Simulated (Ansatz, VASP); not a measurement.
## Two plane-wave programs on GaN

```
Ga N
1.0
     0.00000    2.25350    2.25350
     2.25350    0.00000    2.25350
     2.25350    2.25350    0.00000
Ga N
1 1
Direct
  0.00000 0.00000 0.00000
  0.75000 0.75000 0.75000
```

Alike in both runs: task single point; functional PBEsol; k mesh 6 × 6 × 6; no spin polarisation.

|  | VASP | Ansatz |
| --- | --- | --- |
| version | VASP 6.6.1 | Ansatz 0.2.0 |
| potentials or method | VASP PAW PBE potentials, release 64 (Ga_d, N) | plane waves, PAW |
| plane-wave cutoff (eV) | 520 | 420 |
| occupations | gaussian, width 0.01 eV | fixed |
| valence electrons in the cell | 18 | 18 |

Ansatz gave:

```
gap on the k mesh at the Fermi level (eV) : 1.66
```

Which values does VASP return?

gap on the k mesh at the Fermi level (eV): 1.68.

VASP's potentials were made for PBE, not for PBEsol.
